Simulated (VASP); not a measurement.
Wanted: the native input for a VASP 6.6.1 run.

* Task: single point
* Functional: PBE
* Potentials or basis: VASP PAW PBE potentials, release 64 (Ti_sv, O)
* Cutoff: 600 eV
* k mesh: 2 × 2 × 2
* Occupations: gaussian, width 0.01 eV
* Spin: no spin polarisation
* Dipole correction: no
* Further INCAR settings: ALGO = Normal; EDIFF = 1e-06; NBANDS = 19

The structure of TiO2 lies in POSCAR:

```
TiO2
1.0
    0.0000000000      2.2829009400      2.2829009400
    2.2829009400      0.0000000000      2.2829009400
    2.2829009400      2.2829009400      0.0000000000
Ti O
1 2
Direct
    0.0000000000      0.0000000000      0.0000000000
    0.2500000000      0.2500000000      0.2500000000
    0.7500000000      0.7500000000      0.7500000000
```

One way to write it, as run:

INCAR

```
SYSTEM = TiO2
  ALGO = Normal
  EDIFF = 1E-6
  ENCUT = 600
  GGA = PE
  GGA_COMPAT = .FALSE.
  ISIF = 2
  ISMEAR = 0
  LASPH = .TRUE.
  LCHARG = .FALSE.
  LREAL = .FALSE.
  LWAVE = .FALSE.
  NBANDS = 19
  NELM = 120
  PREC = Accurate
  SIGMA = 0.01
```

KPOINTS

```
k-points
0
G
  2 2 2
  0 0 0
```

Potentials or basis: VASP PAW PBE potentials, release 64 (Ti_sv, O).

The run is started by

```sh
$ cat potpaw_PBE.64/Ti_sv/POTCAR potpaw_PBE.64/O/POTCAR > POTCAR
$ mpirun -np 1 vasp_std > vasp.out
```

It gave:

The pressure is 67.8 GPa and the band gap on the k mesh is 0.70 eV, indirect (least direct gap 1.62 eV).

Caveat: the k points lie up to 1.19 Å⁻¹ apart.

Run time: 5 s on 1 thread of Intel Xeon 6975P-C, on a shared host, peak memory 0.15 GiB.
